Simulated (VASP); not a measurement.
Here is a VASP 6.6.1 calculation.

Contents of INCAR:

```
SYSTEM = F
PREC     = Accurate       ! precision mode
ENCUT    = 520            ! plane-wave cutoff, eV
EDIFF    = 1E-6           ! SCF threshold, eV
ISMEAR   = 0              ! smearing method
SIGMA    = 0.01           ! smearing width, eV
LREAL    = .FALSE.        ! projectors in reciprocal space
LASPH    = .TRUE.         ! aspherical terms in the spheres
NELM     = 80             ! most SCF steps
ALGO     = Normal         ! electronic algorithm
ISIF     = 2              ! what is computed and relaxed
LWAVE    = .FALSE.        ! write WAVECAR
LCHARG   = .FALSE.        ! write CHGCAR
GGA      = PS             ! functional
NBANDS   = 22             ! bands
```

KPOINTS

```
regular mesh
0
G
  4 4 2
  0 0 0
```

The input POSCAR:

```
F
1.0
    2.5563220000     -1.5840270000      0.0000000000
    2.5563220000      1.5840270000      0.0000000000
   -0.5621110000      0.0000000000      6.5977090000
F
4
Direct
    0.5958330000      0.9153360000      0.5979550000
    0.0846640000      0.4041670000      0.9020450000
    0.4041670000      0.0846640000      0.4020450000
    0.9153360000      0.5958330000      0.0979560000
```

Potentials or basis: VASP PAW PBE potentials, release 64 (F).

Launch:

```bash
$ cat potpaw_PBE.64/F/POTCAR > POTCAR
$ mpirun -np 1 vasp_std > vasp.out
```

Question: Predict the band gap on the k mesh.

Answer: 2.59 eV, direct.

Question: Estimate the largest force.

Answer: 0.075 eV/Å.

Forces on the atoms (eV/Å):
```
F   -0.006 -0.019  0.073
F    0.006 -0.019 -0.073
F    0.006  0.019 -0.073
F   -0.006  0.019  0.073
```

Caveat: the k points lie up to 0.58 Å⁻¹ apart; the PAW data sets were made with another functional, which shifts forces and pressure a little. Expect the measured gap to be larger: semilocal functionals such as PBEsol lack the derivative discontinuity.
